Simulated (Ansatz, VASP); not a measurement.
**Two plane-wave programs on KMgF3**

```
K Mg F
1.0
     3.92160    0.00000    0.00000
     0.00000    3.92160    0.00000
     0.00000    0.00000    4.11768
K Mg F
1 1 3
Direct
  0.50000 0.50000 0.50000
  0.00000 0.00000 0.00000
  0.50000 0.00000 0.00000
  0.00000 0.50000 0.00000
  0.00000 0.00000 0.50000
```

Alike in both runs: task single point; functional PBEsol; k mesh 6 × 6 × 6; occupations gaussian, width 0.05 eV; no spin polarisation.

|  | VASP | Ansatz |
| --- | --- | --- |
| version | VASP 6.6.1 | Ansatz 0.2.0 |
| potentials or method | VASP PAW PBE potentials, release 64 (K_sv, Mg, F), cutoff 520 eV | scalar-relativistic, plane waves, PAW |
| valence electrons in the cell | 32 | 40 |

Ansatz gave:

```
gap on the k mesh at the Fermi level (eV)                     : 7.11
least direct gap on the mesh (eV)                             : 7.46
pressure (GPa)                                                : 0.6
traceless stress, the component that is largest in VASP (GPa) : -3.07
```

Task: Which values does VASP return?

Result: gap on the k mesh at the Fermi level (eV): 7.09; least direct gap on the mesh (eV): 7.43; pressure (GPa): 0.2; traceless stress, the component that is largest in VASP (GPa): -3.07.

VASP's potentials were made for PBE, not for PBEsol. VASP's potentials hold 32 valence electrons a cell and Ansatz's 40, so a difference there can come from the potentials and not from the codes.
